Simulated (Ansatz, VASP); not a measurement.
**Two plane-wave programs on Ga3Se**

Contents of INCAR:

```
PREC = Accurate
ENCUT = 520
EDIFF = 1E-6
ISMEAR = 0
SIGMA = 0.15
LREAL = False
LASPH = True
NELM = 80
ALGO = Normal
ISIF = 2
LWAVE = False
LCHARG = True
GGA = PS
IVDW = 12
LELF = True
LVHAR = True
NBANDS = 30
```

KPOINTS

```
regular mesh
0
Gamma
  12 12 12
```

Contents of POSCAR:

```
Ga3Se
1.0
    4.2249181734      0.0950606589      0.0000000000
    0.0950606589      4.2249181734      0.0000000000
    0.0000000000      0.0000000000      4.2249181734
Ga Se
3 1
Direct
    0.0000000000      0.5000000000      0.5000000000
    0.5000000000      0.0000000000      0.5000000000
    0.5000000000      0.5000000000      0.0000000000
    0.0000000000      0.0000000000      0.0000000000
```

Input for Ansatz:

```yaml
crystal:
  lattice:
    - [4.2249181734, 0.0950606589, 0.0]
    - [0.0950606589, 4.2249181734, 0.0]
    - [0.0, 0.0, 4.2249181734]
  atoms:
    - { symbol: Ga, position: [0.0, 0.5, 0.5] }
    - { symbol: Ga, position: [0.5, 0.0, 0.5] }
    - { symbol: Ga, position: [0.5, 0.5, 0.0] }
    - { symbol: Se, position: [0.0, 0.0, 0.0] }
basis:
  ecutwfc: 420
kpoints:
  mp_grid: { grid: [12, 12, 12] }
hamiltonian:
  xc: pbesol
  dispersion: d3bj
scf:
  occupations: { method: gaussian, width: 0.15 }
output:
  forces: true
  stress: true
  eigenvalues: true
```

Change from the starting cell: strain +0.0450 x Voigt [0, 0, 0, 0, 0, 1], atoms carried along.

Alike in both runs: task single point; functional PBEsol; dispersion D3(BJ); k mesh 12 × 12 × 12; occupations gaussian, width 0.15 eV; no spin polarisation.

|  | VASP | Ansatz |
| --- | --- | --- |
| version | VASP 6.6.1 | Ansatz 0.2.0 |
| potentials or method | VASP PAW PBE potentials, release 64 (Ga_d, Se), cutoff 520 eV | scalar-relativistic, plane waves, PAW |
| valence electrons in the cell | 45 | 55 |

```tsv
	VASP	Ansatz	Ansatz less VASP
gap on the k mesh at the Fermi level (eV)	none	none	-
pressure (GPa)	0.3	0.1	-0.17
traceless stress, the component that is largest in VASP (GPa)	-0.38	-0.38	+0.004
```

VASP's potentials were made for PBE, not for PBEsol. A gap of «none» marks a metal or a gap that the smearing closes. VASP's potentials hold 45 valence electrons a cell and Ansatz's 55, so a difference there can come from the potentials and not from the codes.
